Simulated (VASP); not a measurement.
# Au (Fm-3m) in VASP: notebook, part 2 of 2

VASP 6.6.1. The steps go on from the part before.

### Step 4. Relaxation of cell and atoms, PBE

This run uses another cell than the first one, of 18.07 Å³/atom, 1.005 times its volume.

File INCAR:

```
PREC = Accurate
ENCUT = 600
EDIFF = 1E-6
ISMEAR = 0
SIGMA = 0.1
LREAL = False
LASPH = True
NELM = 100
ALGO = Fast
ISIF = 3
LWAVE = False
LCHARG = False
GGA = PE
IBRION = 2
NSW = 100
EDIFFG = -0.005
```

File KPOINTS:

```
Automatic mesh
0
Gamma
  18 18 18
```

File POSCAR:

```
Au
1.0
    0.0000000000      2.0826515435      2.0826515435
    2.0826515435      0.0000000000      2.0826515435
    2.0826515435      2.0826515435      0.0000000000
Au
1
Direct
    0.0000000000      0.0000000000      0.0000000000
```

Potentials or basis: VASP PAW PBE potentials, release 64 (Au).

Launch:

```
> cat potpaw_PBE.64/Au/POTCAR > POTCAR
> mpirun -np 1 vasp_std > vasp.out
```

OUTCAR:

```text
PREC = Accurate
   ENCUT = 600
   EDIFF = 1E-6
   ISMEAR = 0
   LREAL = False
   LASPH = True
   NELM = 100
   ISIF = 3
   GGA = PE
   IBRION = 2
   NSW = 100
   EDIFFG = -0.005

 ion  position               nearest neighbor table
   1  0.000  0.000  0.000-

  LATTYP: Found a face centered cubic cell.
 ALAT       =     4.1653030870

  Lattice vectors:

 A1 = (   0.0000000000,   2.0826515435,   2.0826515435)
 A2 = (   2.0826515435,   0.0000000000,   2.0826515435)
 A3 = (   2.0826515435,   2.0826515435,   0.0000000000)

Analysis of symmetry for initial positions (statically):
=====================================================================
 Subroutine PRICEL returns:
 Original cell was already a primitive cell.

 Routine SETGRP: Setting up the symmetry group for a
 face centered cubic supercell.

 Subroutine GETGRP returns: Found 48 space group operations
[... 9 lines left out ...]

 Routine SETGRP: Setting up the symmetry group for a
 face centered cubic supercell.

 Subroutine GETGRP returns: Found 48 space group operations
[... 11 lines left out ...]
                                     Primitive cell

  volume of cell :      18.0667

  direct lattice vectors                    reciprocal lattice vectors
     0.000000000  2.082651543  2.082651543    -0.240078568  0.240078568  0.240078568
     2.082651543  0.000000000  2.082651543     0.240078568 -0.240078568  0.240078568
     2.082651543  2.082651543  0.000000000     0.240078568  0.240078568 -0.240078568

  length of vectors
     2.945314059  2.945314059  2.945314059     0.415828277  0.415828277  0.415828277

  position of ions in fractional coordinates (direct lattice)
     0.000000000  0.000000000  0.000000000

  ion indices of the primitive-cell ions
   primitive index   ion index
                 1           1

----------------------------------------------------------------------------------------

 KPOINTS: Automatic mesh

Automatic generation of k-mesh.
 Grid dimensions read from file:
 generate k-points for:   18   18   18

 Generating k-lattice:

  Cartesian coordinates                     Fractional coordinates (reciprocal lattice)
    -0.013337698  0.013337698  0.013337698     0.055555556  0.000000000  0.000000000
     0.013337698 -0.013337698  0.013337698     0.000000000  0.055555556  0.000000000
     0.013337698  0.013337698 -0.013337698     0.000000000  0.000000000  0.055555556

  Length of vectors
     0.023101571  0.023101571  0.023101571

  Shift w.r.t. Gamma in fractional coordinates (k-lattice)
     0.000000000  0.000000000  0.000000000

 Subroutine IBZKPT returns following result:
 ===========================================

 Found    195 irreducible k-points:

 Following reciprocal coordinates:
            Coordinates               Weight
  0.000000  0.000000  0.000000      1.000000
  0.055556  0.000000  0.000000      8.000000
  0.111111  0.000000  0.000000      8.000000
  0.166667  0.000000  0.000000      8.000000
  0.222222  0.000000  0.000000      8.000000
  0.277778  0.000000  0.000000      8.000000
[... 16 lines left out ...]
 -0.277778  0.055556  0.000000     24.000000
 -0.222222  0.055556  0.000000     24.000000
 [... further k-points ...]
   k-points           NKPTS =    195   k-points in BZ     NKDIM =    195   number of bands    NBANDS=      9
   number of dos      NEDOS =    301   number of ions     NIONS =      1
   total plane-waves  NPLWV =  13824
   dimension x,y,z NGX =    24 NGY =   24 NGZ =   24
   dimension x,y,z NGXF=    48 NGYF=   48 NGZF=   48
   ions per type =               1
   NGX,Y,Z   is equivalent  to a cutoff of  13.55, 13.55, 13.55 a.u.
   NGXF,Y,Z  is equivalent  to a cutoff of  27.09, 27.09, 27.09 a.u.
 SYSTEM =  unknown system
   PREC   = accura    normal or accurate (medium, high low for compatibility)
   ISTART =      0    job   : 0-new  1-cont  2-samecut
   ICHARG =      2    charge: 1-file 2-atom 10-const
   ISPIN  =      1    spin polarized calculation?
   LNONCOLLINEAR =      F non collinear calculations
   LSORBIT =      F    spin-orbit coupling
   LASPH  =      T    aspherical Exc in radial PAW
   ENCUT  =  600.0 eV  44.10 Ry    6.64 a.u.   5.88  5.88  5.88*2*pi/ulx,y,z
   NELM   =    100;   NELMIN=  2; NELMDL= -5     # of ELM steps
   EDIFF  = 0.1E-05   stopping-criterion for ELM
   LREAL  =      F    real-space projection
   EDIFFG = -.5E-02   stopping-criterion for IOM
   NSW    =    100    number of steps for IOM
   IBRION =      2    ionic relax: 0-MD 1-quasi-New 2-CG
   NFREE  =      1    steps in history (QN), initial steepest desc. (CG)
   ISIF   =      3    stress and relaxation
   ISYM   =      2    0-nonsym 1-usesym 2-fastsym
   POTIM  = 0.5000    time-step for ionic-motion
   TEBEG  =    0.0;   TEEND  =   0.0 temperature during run
   PSTRESS=    0.0 pullay stress
   NELECT =      11.0000    total number of electrons
   NUPDOWN=      -1.0000    fix difference up-down
   EMIN   =  10.00;   EMAX   =-10.00  energy-range for DOS
   EFERMI =   0.00;   METHOD = LEGACY
   ISMEAR =     0;   SIGMA  =   0.10  broadening in eV -4-tet -1-fermi 0-gaus
   EFERMI_NEDOS =   21; number of points for ismear=-14 and -15
   IALGO  =     68    algorithm
   IMIX   =      4    mixing-type and parameters
     AMIX     =   0.40;   BMIX     =  1.00
     AMIX_MAG =   1.60;   BMIX_MAG =  1.00
  volume/ion in A,a.u.               =      18.07       121.92
  Fermi-wavevector in a.u.,A,eV,Ry     =   1.387541  2.622072 26.194884  1.925270
  Thomas-Fermi vector in A             =   2.511752
   LORBIT       =      0    0 simple, 1 ext, 2 COOP (PROOUT), +10 PAW based schemes
   GGA     = PE    functional components
   LHFCALC =     F    Hartree Fock is set to
   AEXX    =    0.0000 exact exchange contribution
   IVDW    =     0    specifies the selected vdW correction
   LEPSILON=     F    determine dielectric tensor
   LRPA    =     F    only Hartree local field effects (RPA)
 conjugate gradient relaxation of ions
 non-spin polarized calculation
 RMM-DIIS sequential band-by-band and
 Gauss-broadening in eV      SIGMA  =   0.10
  energy-cutoff  :      600.00
  volume of cell :       18.07
 maximum number of plane-waves:       620
   NGX = 11   NGY = 11   NGZ = 11

--------------------------------------- Ionic step        1  -------------------------------------------

 number of electron      11.0000001 magnetization

 Free energy of the ion-electron system (eV)
  ---------------------------------------------------
  ext. energy  EPLUGINS =         0.00000000
  ---------------------------------------------------
  free energy    TOTEN  =        -3.22196770 eV

  energy without entropy =       -3.22070952  energy(sigma->0) =       -3.22133861

------------------------ aborting loop because EDIFF is reached ----------------------------------------

  FORCE on cell =-STRESS in cart. coord.  units (eV):
  Direction    XX          YY          ZZ          XY          YZ          ZX
  --------------------------------------------------------------------------------------
  -------------------------------------------------------------------------------------
  Total       -0.0902497     -0.0902497     -0.0902497      0.0000000     -0.0000000     -0.0000000
  in kB       -8.0034353     -8.0034353     -8.0034353      0.0000000     -0.0000000     -0.0000000
  external PRESSURE =      -8.0034353 kB  Pullay stress =       0.0000000 kB
[... 55 lines left out ...]
  energy  without entropy=       -3.2206676701  energy(sigma->0) =       -3.22130707

--------------------------------------- Ionic step        3  -------------------------------------------

 number of electron      11.0000002 magnetization

 Free energy of the ion-electron system (eV)
  ---------------------------------------------------
  ext. energy  EPLUGINS =         0.00000000
  ---------------------------------------------------
  free energy    TOTEN  =        -3.22229697 eV

  energy without entropy =       -3.22102834  energy(sigma->0) =       -3.22166266

 E-fermi :   8.5871     XC(G=0): -12.4084

 val. band max:        8.5722018122   @ k =   0.5000   0.2778   0.1111
 cond. band min:       8.6154003518   @ k =   0.5000   0.1667   0.0556
 fundamental gap:      0.0431985396
 Fermi energy:         8.5871196349

 k-point     1 :       0.0000    0.0000    0.0000
  band No.  band energies     occupation
      1      -0.6857      2.00000
      2       4.2110      2.00000
      3       4.2110      2.00000
      4       4.2110      2.00000
      5       5.5927      2.00000
      6       5.5927      2.00000
      7      23.2143      0.00000
      8      26.9158      0.00000
      9      26.9158      0.00000
[... 265 lines left out ...]
 k-point    24 :      -0.2222    0.0556    0.0000
  band No.  band energies     occupation
      1       1.0370      2.00000
      2       3.9809      2.00000
      3       4.4944      2.00000
      4       4.5267      2.00000
      5       5.5132      2.00000
      6       5.9523      2.00000
      7      19.8774      0.00000
      8      24.1290      0.00000
      9      26.6664      0.00000

 [... further k-points ...]

------------------------ aborting loop because EDIFF is reached ----------------------------------------

  FORCE on cell =-STRESS in cart. coord.  units (eV):
  Direction    XX          YY          ZZ          XY          YZ          ZX
  --------------------------------------------------------------------------------------
  -------------------------------------------------------------------------------------
  Total        0.0023526      0.0023526      0.0023526      0.0000000      0.0000000     -0.0000000
  in kB        0.2100151      0.2100151      0.2100151      0.0000000      0.0000000     -0.0000000
  external PRESSURE =       0.2100151 kB  Pullay stress =       0.0000000 kB
[... 16 lines left out ...]
  FREE ENERGIE OF THE ION-ELECTRON SYSTEM (eV)
  ---------------------------------------------------
  free  energy   TOTEN  =        -3.2222969679 eV

  energy  without entropy=       -3.2210283449  energy(sigma->0) =       -3.22166266

 reached required accuracy - stopping structural energy minimisation
```

OSZICAR:

```text
N       E                     dE             d eps       ncg     rms          rms(c)
DAV:   1     0.503617563422E+02    0.50362E+02   -0.63231E+03  3630   0.122E+03
[... 20 lines left out ...]
       N       E                     dE             d eps       ncg     rms          rms(c)
DAV:   1    -0.322752910236E+01   -0.55836E-02   -0.10921E-01  3596   0.369E+00    0.437E-01
RMM:   2    -0.322250566707E+01    0.50234E-02   -0.87346E-03  3510   0.983E-01    0.172E-01
RMM:   3    -0.322230025586E+01    0.20541E-03   -0.68692E-04  3510   0.294E-01    0.138E-01
RMM:   4    -0.322229703854E+01    0.32173E-05   -0.74886E-05  3509   0.972E-02    0.128E-02
RMM:   5    -0.322229674044E+01    0.29810E-06   -0.14406E-05  3505   0.392E-02    0.440E-03
RMM:   6    -0.322229696792E+01   -0.22748E-06   -0.22001E-06  2637   0.143E-02
   3 F= -.32222970E+01 E0= -.32216627E+01  d E =-.329272E-03
```

CONTCAR:

```text
Au
   1.00000000000000
    -0.0000000000000000    2.0780580864751284    2.0780580864751284
     2.0780580864751284    0.0000000000000000    2.0780580864751284
     2.0780580864751284    2.0780580864751284   -0.0000000000000000
  Au
     1
Direct
     0.0000000000000000    0.0000000000000000    0.0000000000000000

  0.00000000E+00  0.00000000E+00  0.00000000E+00
```

Wall time 37 s (1 thread of Intel Xeon Platinum 8259CL at 2.50GHz (Skylake/Cascade Lake), shared host); peak memory 0.18 GiB.

What came out:

```yaml
Free_energy: -3.2223 eV
Relaxed_volume: 17.95 Å³/atom
Relaxed_cell: a = 2.939 Å, b = 2.939 Å, c = 2.939 Å, α = 60.00°, β = 60.00°, γ = 60.00°
Space_group_after_relaxing_to_0.05_Å: Fm-3m (No. 225)
Energy_gained_by_relaxing: 0.3 meV/atom
Ionic_steps: 3
Pressure_after_relaxing: 0.0 GPa
```

The path:
```tsv
step	energy change (eV)	largest force (eV/Å)	pressure (GPa)	volume (Å³)
1	0.0000	0.0000	-0.80	18.07
2	0.0000	0.0000	0.94	17.83
3	-0.0003	0.0000	0.02	17.95
```

Final structure:
```
CELL_PARAMETERS angstrom
0.00000 2.07806 2.07806
2.07806 0.00000 2.07806
2.07806 2.07806 0.00000
ATOMIC_POSITIONS crystal
Au 0.00000 0.00000 0.00000
```

Levels at points of the mesh, in eV from the Fermi level:
```csv
k point,band 2,band 3,band 4,band 5,band 6,band 7,band 8,band 9
"(0.00, 0.00, 0.00)",-4.38,-4.38,-4.38,-2.99,-2.99,14.63,18.33,18.33
"(0.50, 0.00, 0.00)",-4.41,-4.41,-1.90,-1.90,-0.67,2.85,14.07,16.79
"(0.50, 0.50, 0.00)",-6.26,-1.94,-1.61,-1.61,1.21,5.41,9.91,9.91
```

Caveat: spin-orbit coupling is left out, which moves the levels of the heavy elements.

### Step 5. Summary

```tsv
task	cell	k mesh	cutoff (eV)	smearing	gap on the mesh (eV)	pressure (GPa)
single point	a = 2.940 Å, angles 60.0°, 1 atom	20 × 20 × 20	520	fermi-dirac 0.15 eV	none	-0.2
single point	a = 2.960 Å, angles 60.0°, 1 atom	20 × 20 × 20	520	fermi-dirac 0.15 eV	none	-2.8
relaxation of cell and atoms	relaxed from a = 2.945 Å, angles 60.0°, 1 atom	18 × 18 × 18	600	gaussian 0.1 eV	none	0.0
```

Alike in all rows: level PBE; potentials or basis VASP PAW PBE potentials, release 64 (Au); no spin polarisation.

Caveats: spin-orbit coupling is left out, which moves the levels of the heavy elements.

Absolute energies hang on the potentials; compare differences alone.
